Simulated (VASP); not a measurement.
SiC, 2 atoms in the cell. The structure is tetragonal, space group I-4m2 (No. 119). The conventional cell has a = 3.028 Å, b = 3.028 Å, c = 4.478 Å, α = 90.00°, β = 90.00°, γ = 90.00°. Si (site symmetry -4m2) has 4 C at 1.88 Å within 2.5 Å. Within 2.5 Å of C (site symmetry -4m2) lie 4 Si at 1.88 Å.  This cell differs from its parent crystal: strain -0.015 along x and y, +0.030 along z.

* Program: VASP 6.6.1
* Task: single point
* Functional: PBE
* Potentials or basis: VASP PAW PBE potentials, release 64 (Si, C)
* Cutoff: 520 eV
* k mesh: 12 × 12 × 12
* Occupations: gaussian, width 0.05 eV
* Spin: no spin polarisation
* Dipole correction: no
* Further INCAR settings: ALGO = Normal; EDIFF = 1e-06; NBANDS = 11

Potentials or basis: VASP PAW PBE potentials, release 64 (Si, C).

The run is started by

```console
$ cat potpaw_PBE.64/Si/POTCAR potpaw_PBE.64/C/POTCAR > POTCAR
$ mpirun -np 1 vasp_std > vasp.out
```

Hardware: 1 thread of Intel(R) Xeon(R) 6975P-C (Granite Rapids), with other jobs on the host.

How long does it take, and how much memory?

It took 8.8 s on 1 thread of Intel(R) Xeon(R) 6975P-C (Granite Rapids), with other jobs on the host, peak memory 0.15 GiB. Counts: scf iterations 12, k points 163.
